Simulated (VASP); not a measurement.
Write the native input for VASP 6.6.1 that does the following.

| Property | Result |
| --- | --- |
| Task | single point |
| Functional | PBE |
| Dispersion | D3(BJ) |
| Potentials or basis | VASP PAW PBE potentials, release 64 (Si) |
| Cutoff | 520 eV |
| k mesh | 9 × 9 × 1 |
| Occupations | gaussian, width 0.1 eV |
| Spin | no spin polarisation |
| Dipole correction | yes |
| Further INCAR settings | ALGO = Normal; EDIFF = 1e-07; NBANDS = 16 |

The structure of Si lies in POSCAR:

```
Si
1.0
    3.8472023583      0.0000000000      0.0000000000
   -1.9236011791      3.3317749758      0.0000000000
    0.0000000000      0.0000000000     18.4446971457
Si
4
Direct
    0.3333333333      0.6666666667      0.2695814701
    0.6666666667      0.3333333333      0.2439725610
    0.6666666667      0.3333333333      0.5500061652
    1.0000000000      0.0000000000      0.5243972561
```

One way to write it, as run:

INCAR

```
SYSTEM = Si
  ALGO = Normal
  DIPOL = 0.5 0.5 0.397
  EDIFF = 1E-7
  ENCUT = 520
  GGA = PE
  IDIPOL = 3
  ISIF = 2
  ISMEAR = 0
  IVDW = 12
  LASPH = .TRUE.
  LCHARG = .FALSE.
  LDIPOL = .TRUE.
  LREAL = .FALSE.
  LWAVE = .FALSE.
  NBANDS = 16
  NELM = 80
  PREC = Accurate
  SIGMA = 0.1
```

KPOINTS

```
k-points
0
G
  9 9 1
  0 0 0
```

Potentials or basis: VASP PAW PBE potentials, release 64 (Si).

Launch:

```bash
$ cat potpaw_PBE.64/Si/POTCAR > POTCAR
$ mpirun -np 1 vasp_std > vasp.out
```

It gave:

```
Largest force              : 0.063 eV/Å
Band gap on the k mesh     : zero (filled and empty bands touch)
Dispersion energy per atom : -0.220 eV
```

Wall time 94 s on 1 thread of Intel(R) Xeon(R) 6975P-C (Granite Rapids) (shared host), peak memory 0.34 GiB.
